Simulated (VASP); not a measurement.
A run of VASP 6.6.1:

INCAR

```
PREC = Accurate ; ENCUT = 520
EDIFF = 1E-7 ; ISMEAR = 0
SIGMA = 0.05 ; LREAL = F
LASPH = T ; NELM = 150
ALGO = Normal ; ISIF = 2
LWAVE = F ; LCHARG = T
ISPIN = 2 ; MAGMOM = 4.86 0 0 0
LORBIT = 11 ; LMAXMIX = 4
LDAU = T ; LDAUTYPE = 2
LDAUL = 2 -1 ; LDAUU = 3.9 0
LDAUJ = 0 0 ; LDAUPRINT = 1
GGA = PE ; LELF = T
LVHAR = T ; NBANDS = 29
```

The input KPOINTS:

```
Automatic mesh
0
Gamma
  6 6 6
```

File POSCAR:

```
MnBr3
1.0
    5.2686438178      0.0000000000      0.0000000000
    0.0000000000      5.2686438178      0.0000000000
    0.0000000000      0.0000000000      5.2686438178
Mn Br
1 3
Direct
    0.0000000000      0.0000000000      0.0000000000
    0.5000000000      0.0000000000      0.0000000000
    0.0000000000      0.0000000000      0.5000000000
    0.0000000000      0.5000000000      0.0000000000
```

Potentials or basis: VASP PAW PBE potentials, release 64 (Mn_pv, Br).

The run is started by

```sh
$ cat potpaw_PBE.64/Mn_pv/POTCAR potpaw_PBE.64/Br/POTCAR > POTCAR
$ mpirun -np 1 vasp_std > vasp.out
```

Hardware: 1 thread of Intel Xeon 8259CL, with other jobs on the host.

Question: How long does it take, and how much memory?

Answer: Run time: 4.4 min on 1 thread of Intel Xeon 8259CL (shared host), peak memory 0.35 GiB. Counts: scf iterations 18, k points 20.
